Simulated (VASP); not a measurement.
Set up this calculation in VASP 6.6.1, as the native input.

```yaml
Task: single point
Functional: HSE06
Potentials_or_basis: VASP PAW PBE potentials, release 64 (Mg, S)
Cutoff: 520 eV
k_mesh: 6 × 6 × 2
Occupations: gaussian, width 0.01 eV
Spin: no spin polarisation
Dipole_correction: no
Grid_for_exact_exchange_PRECFOCK: Normal
Further_INCAR_settings: ALGO = Normal; EDIFF = 1e-06; NBANDS = 16
Share_of_exact_exchange: 0.25
Screening_parameter: 0.2079 1/Å
```

The system is MgS.

```
CELL_PARAMETERS angstrom
3.64543 0.00000 0.00000
-1.82272 3.15704 0.00000
0.00000 0.00000 6.14736
ATOMIC_POSITIONS crystal
Mg 0.00000 0.00000 0.00000
Mg 0.00000 0.00000 0.50000
S 0.33333 0.66667 0.25000
S 0.66667 0.33333 0.75000
```

These files were run (other wordings do the same):

POSCAR

```
MgS
1.0
    3.6454348056      0.0000000000      0.0000000000
   -1.8227174028      3.1570391495      0.0000000000
    0.0000000000      0.0000000000      6.1473560907
Mg S
2 2
Direct
    0.0000000000      0.0000000000      0.0000000000
    0.0000000000      0.0000000000      0.5000000000
    0.3333333333      0.6666666667      0.2500000000
    0.6666666667      0.3333333333      0.7500000000
```

INCAR.step1

```
PREC = Accurate
ENCUT = 520
EDIFF = 1E-5
ISMEAR = 0
SIGMA = 0.01
LREAL = F
LASPH = T
NELM = 80
ALGO = Normal
ISIF = 2
LWAVE = T
NBANDS = 16
GGA = PE
```

INCAR.step2

```
PREC = Accurate
ENCUT = 520
EDIFF = 1E-6
ISMEAR = 0
SIGMA = 0.01
LREAL = F
LASPH = T
NELM = 80
ALGO = Normal
ISIF = 2
LWAVE = F
LCHARG = T
GGA = PE
LHFCALC = T
HFSCREEN = 0.2079
PRECFOCK = Normal
LELF = T
LVHAR = T
NBANDS = 16
ISTART = 1
```

KPOINTS

```
regular mesh
0
Gamma
  6 6 2
```

Potentials or basis: VASP PAW PBE potentials, release 64 (Mg, S).

Launch:

```bash
$ cat potpaw_PBE.64/Mg/POTCAR potpaw_PBE.64/S/POTCAR > POTCAR
$ cp INCAR.step1 INCAR
$ mpirun -np 1 vasp_std > vasp.out
$ cp INCAR.step2 INCAR
$ mpirun -np 1 vasp_std > vasp.out
```

It gave:

The pressure is -0.7 GPa and the band gap on the k mesh is 4.42 eV (least direct gap 4.62 eV).

Caveat: the k points lie up to 0.51 Å⁻¹ apart; the PAW data sets were made with another functional, which shifts forces and pressure a little.

Wall time 17 min on 1 thread of Intel(R) Xeon(R) Platinum 8375C CPU @ 2.90GHz (Ice Lake), on a shared host, peak memory 0.3 GiB.
